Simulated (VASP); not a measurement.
Wanted: the native input for a VASP 6.6.1 run.

```yaml
Task: single point
Functional: PBE
Potentials_or_basis: VASP PAW PBE potentials, release 64 (Ru_pv, Al)
Cutoff: 520 eV
k_mesh: 11 × 11 × 6
Occupations: fermi-dirac, width 0.08 eV
Spin: no spin polarisation
Dipole_correction: no
Further_INCAR_settings: ALGO = Normal; EDIFF = 1e-07; NBANDS = 25
```

The structure of AlRu (NiAs type) lies in POSCAR:

```
AlRu
1.0
    2.6669933359      0.0000000000      0.0000000000
   -1.3334966680      2.3096839806      0.0000000000
    0.0000000000      0.0000000000      7.3398314086
Ru Al
2 2
Direct
    0.0000000000      0.0000000000      0.0000000000
    0.0000000000      0.0000000000      0.5000000000
    0.3333333333      0.6666666667      0.2500000000
    0.6666666667      0.3333333333      0.7500000000
```

One way to write it, as run:

INCAR

```
PREC = Accurate ; ENCUT = 520
EDIFF = 1E-7 ; ISMEAR = -1
SIGMA = 0.08 ; LREAL = False
LASPH = True ; NELM = 80
ALGO = Normal ; ISIF = 2
LWAVE = False ; LCHARG = False
GGA = PE ; NBANDS = 25
```

KPOINTS

```
Automatic mesh
0
Gamma
  11 11 6
```

Potentials or basis: VASP PAW PBE potentials, release 64 (Ru_pv, Al).

Launch:

```bash
$ cat potpaw_PBE.64/Ru_pv/POTCAR potpaw_PBE.64/Al/POTCAR > POTCAR
$ mpirun -np 1 vasp_std > vasp.out
```

It gave:

```json
{
 "Pressure": "69.4 GPa",
 "Band gap on the k mesh": "zero (band 17 reaches 16.20 eV, above the bottom of band 18 at 13.06 eV)"
}
```

Run time: 95 s on 1 thread of AMD EPYC 7R43 64-Core Processor (Zen 3), with other jobs on the host, peak memory 0.16 GiB.
